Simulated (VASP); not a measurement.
# Ta (Im-3m) in VASP: a series of runs, part 2 of 2

VASP 6.6.1. Earlier steps stand in the parts before.

### Step 3. Single point, PBE

This run uses another cell than the first one, of 16.20 Å³/atom, 0.967 times its volume.

The input, INCAR:

```
SYSTEM = Ta
PREC = Accurate
ENCUT = 520
EDIFF = 1E-7
ISMEAR = -1
SIGMA = 0.05
LREAL = .FALSE.
LASPH = .TRUE.
NELM = 80
ALGO = Fast
ISIF = 2
LWAVE = .FALSE.
LCHARG = .FALSE.
GGA = PE
NBANDS = 12
```

The input, KPOINTS:

```
regular mesh
0
G
  11 11 11
  0 0 0
```

The input, POSCAR:

```
Ta
1.0
   -1.5941039664      1.5941039664      1.5941039664
    1.5941039664     -1.5941039664      1.5941039664
    1.5941039664      1.5941039664     -1.5941039664
Ta
1
Direct
    0.0000000000      0.0000000000      0.0000000000
```

Potentials or basis: VASP PAW PBE potentials, release 64 (Ta_pv).

The run is started by

```
$ cat potpaw_PBE.64/Ta_pv/POTCAR > POTCAR
$ mpirun -np 1 vasp_std > vasp.out
```

OUTCAR:

```text
SYSTEM = Ta
   PREC = Accurate
   ENCUT = 520
   EDIFF = 1E-7
   ISMEAR = -1
   LREAL = .FALSE.
   LASPH = .TRUE.
   NELM = 80
   ISIF = 2
   GGA = PE

 ion  position               nearest neighbor table
   1  0.000  0.000  0.000-

  LATTYP: Found a body centered cubic cell.
 ALAT       =     3.1882079328

  Lattice vectors:

 A1 = (  -1.5941039664,   1.5941039664,   1.5941039664)
 A2 = (   1.5941039664,  -1.5941039664,   1.5941039664)
 A3 = (   1.5941039664,   1.5941039664,  -1.5941039664)

Analysis of symmetry for initial positions (statically):
=====================================================================
 Subroutine PRICEL returns:
 Original cell was already a primitive cell.

 Routine SETGRP: Setting up the symmetry group for a
 body centered cubic supercell.

 Subroutine GETGRP returns: Found 48 space group operations
 (whereof 48 operations were pure point group operations)
 out of a pool of 48 trial point group operations.

The static configuration has the point symmetry O_h .

Analysis of symmetry for dynamics (positions and initial velocities):
=====================================================================
 Subroutine PRICEL returns:
 Original cell was already a primitive cell.

 Routine SETGRP: Setting up the symmetry group for a
 body centered cubic supercell.

 Subroutine GETGRP returns: Found 48 space group operations
 (whereof 48 operations were pure point group operations)
 out of a pool of 48 trial point group operations.

The dynamic configuration has the point symmetry O_h .

 Subroutine INISYM returns: Found 48 space group operations
 (whereof 48 operations are pure point group operations),
 and found     1 'primitive' translations

----------------------------------------------------------------------------------------

                                     Primitive cell

  volume of cell :      16.2035

  direct lattice vectors                    reciprocal lattice vectors
    -1.594103966  1.594103966  1.594103966     0.000000000  0.313655828  0.313655828
     1.594103966 -1.594103966  1.594103966     0.313655828  0.000000000  0.313655828
     1.594103966  1.594103966 -1.594103966     0.313655828  0.313655828  0.000000000

  length of vectors
     2.761069062  2.761069062  2.761069062     0.443576326  0.443576326  0.443576326

  position of ions in fractional coordinates (direct lattice)
     0.000000000  0.000000000  0.000000000

  ion indices of the primitive-cell ions
   primitive index   ion index
                 1           1

----------------------------------------------------------------------------------------

 KPOINTS: regular mesh

Automatic generation of k-mesh.
 Grid dimensions read from file:
 generate k-points for:   11   11   11

 Generating k-lattice:

  Cartesian coordinates                     Fractional coordinates (reciprocal lattice)
     0.000000000  0.028514166  0.028514166     0.090909091  0.000000000  0.000000000
     0.028514166  0.000000000  0.028514166     0.000000000  0.090909091  0.000000000
     0.028514166  0.028514166  0.000000000     0.000000000  0.000000000  0.090909091

  Length of vectors
     0.040325121  0.040325121  0.040325121

  Shift w.r.t. Gamma in fractional coordinates (k-lattice)
     0.000000000  0.000000000  0.000000000

 Subroutine IBZKPT returns following result:
 ===========================================

 Found     56 irreducible k-points:

 Following reciprocal coordinates:
            Coordinates               Weight
  0.000000  0.000000  0.000000      1.000000
  0.090909  0.000000  0.000000     12.000000
  0.181818  0.000000  0.000000     12.000000
  0.272727  0.000000  0.000000     12.000000
  0.363636  0.000000  0.000000     12.000000
  0.454545  0.000000  0.000000     12.000000
[... 16 lines left out ...]
  0.272727  0.181818  0.090909     48.000000
  0.363636  0.181818  0.090909     24.000000
 [... further k-points ...]
   k-points           NKPTS =     56   k-points in BZ     NKDIM =     56   number of bands    NBANDS=     12
   number of dos      NEDOS =    301   number of ions     NIONS =      1
   total plane-waves  NPLWV =  13824
   dimension x,y,z NGX =    24 NGY =   24 NGZ =   24
   dimension x,y,z NGXF=    48 NGYF=   48 NGZF=   48
   ions per type =               1
   NGX,Y,Z   is equivalent  to a cutoff of  14.45, 14.45, 14.45 a.u.
   NGXF,Y,Z  is equivalent  to a cutoff of  28.90, 28.90, 28.90 a.u.
 SYSTEM =  Ta
   PREC   = accura    normal or accurate (medium, high low for compatibility)
   ISTART =      0    job   : 0-new  1-cont  2-samecut
   ICHARG =      2    charge: 1-file 2-atom 10-const
   ISPIN  =      1    spin polarized calculation?
   LNONCOLLINEAR =      F non collinear calculations
   LSORBIT =      F    spin-orbit coupling
   LASPH  =      T    aspherical Exc in radial PAW
   ENCUT  =  520.0 eV  38.22 Ry    6.18 a.u.   5.13  5.13  5.13*2*pi/ulx,y,z
   NELM   =     80;   NELMIN=  2; NELMDL= -5     # of ELM steps
   EDIFF  = 0.1E-06   stopping-criterion for ELM
   LREAL  =      F    real-space projection
   EDIFFG = 0.1E-05   stopping-criterion for IOM
   NSW    =      0    number of steps for IOM
   IBRION =     -1    ionic relax: 0-MD 1-quasi-New 2-CG
   NFREE  =      0    steps in history (QN), initial steepest desc. (CG)
   ISIF   =      2    stress and relaxation
   ISYM   =      2    0-nonsym 1-usesym 2-fastsym
   POTIM  = 0.5000    time-step for ionic-motion
   TEBEG  =    0.0;   TEEND  =   0.0 temperature during run
   PSTRESS=    0.0 pullay stress
   NELECT =      11.0000    total number of electrons
   NUPDOWN=      -1.0000    fix difference up-down
   EMIN   =  10.00;   EMAX   =-10.00  energy-range for DOS
   EFERMI =   0.00;   METHOD = LEGACY
   ISMEAR =    -1;   SIGMA  =   0.05  broadening in eV -4-tet -1-fermi 0-gaus
   EFERMI_NEDOS =   21; number of points for ismear=-14 and -15
   IALGO  =     68    algorithm
   IMIX   =      4    mixing-type and parameters
     AMIX     =   0.40;   BMIX     =  1.00
     AMIX_MAG =   1.60;   BMIX_MAG =  1.00
  volume/ion in A,a.u.               =      16.20       109.35
  Fermi-wavevector in a.u.,A,eV,Ry     =   1.438807  2.718950 28.166297  2.070164
  Thomas-Fermi vector in A             =   2.557732
   LORBIT       =      0    0 simple, 1 ext, 2 COOP (PROOUT), +10 PAW based schemes
   GGA     = PE    functional components
   LHFCALC =     F    Hartree Fock is set to
   AEXX    =    0.0000 exact exchange contribution
   IVDW    =     0    specifies the selected vdW correction
   LEPSILON=     F    determine dielectric tensor
   LRPA    =     F    only Hartree local field effects (RPA)
 non-spin polarized calculation
 RMM-DIIS sequential band-by-band and
  energy-cutoff  :      520.00
  volume of cell :       16.20
 maximum number of plane-waves:       447
 NGX is ok and might be reduce to    24
   NGX = 11   NGY = 11   NGZ = 11

 number of electron      11.0000001 magnetization

 Free energy of the ion-electron system (eV)
  ---------------------------------------------------
  ext. energy  EPLUGINS =         0.00000000
  ---------------------------------------------------
  free energy    TOTEN  =       -11.64550263 eV

  energy without entropy =      -11.63882771  energy(sigma->0) =      -11.64216517

 E-fermi :   6.3679     XC(G=0): -13.1704

 val. band max:        6.3565355575   @ k =  -0.4545  -0.4545   0.0909
 cond. band min:       6.4189988839   @ k =  -0.1818   0.2727   0.0909
 fundamental gap:      0.0624633263
 Fermi energy:         6.3679405157

 k-point     1 :       0.0000    0.0000    0.0000
  band No.  band energies     occupation
      1     -26.2727      2.00000
      2     -26.2727      2.00000
      3     -26.2727      2.00000
      4      -1.9283      2.00000
      5       7.0947      0.00000
      6       7.0947      0.00000
      7       7.0947      0.00000
      8      10.7570      0.00000
      9      10.7570      0.00000
     10      21.8932      0.00000
     11      21.8932      0.00000
     12      21.8932      0.00000
[... 331 lines left out ...]
 k-point    24 :       0.3636    0.1818    0.0909
  band No.  band energies     occupation
      1     -27.6370      2.00000
      2     -27.0262      2.00000
      3     -26.5509      2.00000
      4       3.2571      2.00000
      5       4.5521      2.00000
      6       6.6411      0.00845
      7      11.3289      0.00000
      8      11.9921      0.00000
      9      16.8677      0.00000
     10      17.7929      0.00000
     11      20.8302      0.00000
     12      23.0884      0.00000

 [... further k-points ...]

------------------------ aborting loop because EDIFF is reached ----------------------------------------

  FORCE on cell =-STRESS in cart. coord.  units (eV):
  Direction    XX          YY          ZZ          XY          YZ          ZX
  --------------------------------------------------------------------------------------
  -------------------------------------------------------------------------------------
  Total        3.0661468      3.0661468      3.0661468      0.0000000     -0.0000000     -0.0000000
  in kB      303.1751545    303.1751545    303.1751545      0.0000000     -0.0000000     -0.0000000
  external PRESSURE =     303.1751545 kB  Pullay stress =       0.0000000 kB

 VOLUME and BASIS-vectors are now :
 -----------------------------------------------------------------------------
  energy-cutoff  :      520.00
  volume of cell :       16.20
      direct lattice vectors                 reciprocal lattice vectors
    -1.594103966  1.594103966  1.594103966     0.000000000  0.313655828  0.313655828
     1.594103966 -1.594103966  1.594103966     0.313655828  0.000000000  0.313655828
     1.594103966  1.594103966 -1.594103966     0.313655828  0.313655828  0.000000000

 POSITION                                       TOTAL-FORCE (eV/Angst)
 -----------------------------------------------------------------------------------
      0.00000      0.00000      0.00000         0.000000      0.000000      0.000000
 -----------------------------------------------------------------------------------
    total drift:                                0.000000      0.000000     -0.000000

  FREE ENERGIE OF THE ION-ELECTRON SYSTEM (eV)
  ---------------------------------------------------
  free  energy   TOTEN  =       -11.6455026251 eV

  energy  without entropy=      -11.6388277145  energy(sigma->0) =      -11.64216517
```

Run time: 8 s. Hardware: 1 thread of Intel Xeon Platinum 8375C at 2.90GHz (Ice Lake), shared host; peak memory 0.14 GiB.

What came out:

```yaml
Free_energy: -11.6455 eV
Pressure: 30.3 GPa
```

Levels at points of the mesh, in eV from the Fermi level:
| k point | band 2 | band 3 | band 4 | band 5 | band 6 | band 7 | band 8 | band 9 |
| --- | --- | --- | --- | --- | --- | --- | --- | --- |
| (0.00, 0.00, 0.00) | -32.64 | -32.64 | -8.30 | 0.73 | 0.73 | 0.73 | 4.39 | 4.39 |

Caveat: spin-orbit coupling is left out, which moves the levels of the heavy elements.

### Step 4. Single point, LDA

This run uses another cell than the first one, of 17.21 Å³/atom, 1.027 times its volume.

The input, INCAR:

```
SYSTEM = Ta
PREC = Accurate
ENCUT = 520
EDIFF = 1E-6
ISMEAR = -1
SIGMA = 0.05
LREAL = .FALSE.
LASPH = .TRUE.
NELM = 60
ALGO = Normal
ISIF = 2
LWAVE = .FALSE.
LCHARG = .FALSE.
GGA = CA
NBANDS = 12
```

KPOINTS is that of step 3.

The input, POSCAR:

```
Ta
1.0
   -1.6264785559      1.6264785559      1.6264785559
    1.6264785559     -1.6264785559      1.6264785559
    1.6264785559      1.6264785559     -1.6264785559
Ta
1
Direct
    0.0000000000      0.0000000000      0.0000000000
```

Potentials or basis: VASP PAW LDA potentials, release 64 (Ta_pv).

The run is started by

```
$ cat potpaw_LDA.64/Ta_pv/POTCAR > POTCAR
$ mpirun -np 1 vasp_std > vasp.out
```

Wall time 4.7 s (1 thread of Intel Xeon Platinum 8375C at 2.90GHz (Ice Lake), shared host); peak memory 0.13 GiB.

Results (log left out):

- Free energy: -12.8388 eV
- Pressure: 0.9 GPa

Levels at points of the mesh, in eV from the Fermi level:
| k point | band 2 | band 3 | band 4 | band 5 | band 6 | band 7 | band 8 | band 9 |
| --- | --- | --- | --- | --- | --- | --- | --- | --- |
| (0.00, 0.00, 0.00) | -32.72 | -32.72 | -8.01 | 0.67 | 0.67 | 0.67 | 4.09 | 4.09 |

Caveat: spin-orbit coupling is left out, which moves the levels of the heavy elements.

### Step 5. Summary

```csv
level,potentials or basis,cell,gap on the mesh (eV),pressure (GPa)
PBE,"VASP PAW PBE potentials, release 64 (Ta_pv)","a = 2.792 Å, angles 109.5°, 1 atom",none,20.2
PBE,"VASP PAW PBE potentials, release 64 (Ta_pv)","a = 2.761 Å, angles 109.5°, 1 atom",none,30.3
LDA,"VASP PAW LDA potentials, release 64 (Ta_pv)","a = 2.817 Å, angles 109.5°, 1 atom",none,0.9
```

Alike in all rows: task single point; no spin polarisation; k mesh 11 × 11 × 11; cutoff (eV) 520; smearing fermi-dirac 0.05 eV.

Caveats: spin-orbit coupling is left out, which moves the levels of the heavy elements.

Total energies depend on the potentials used, so only differences within one code and one set of settings carry meaning.
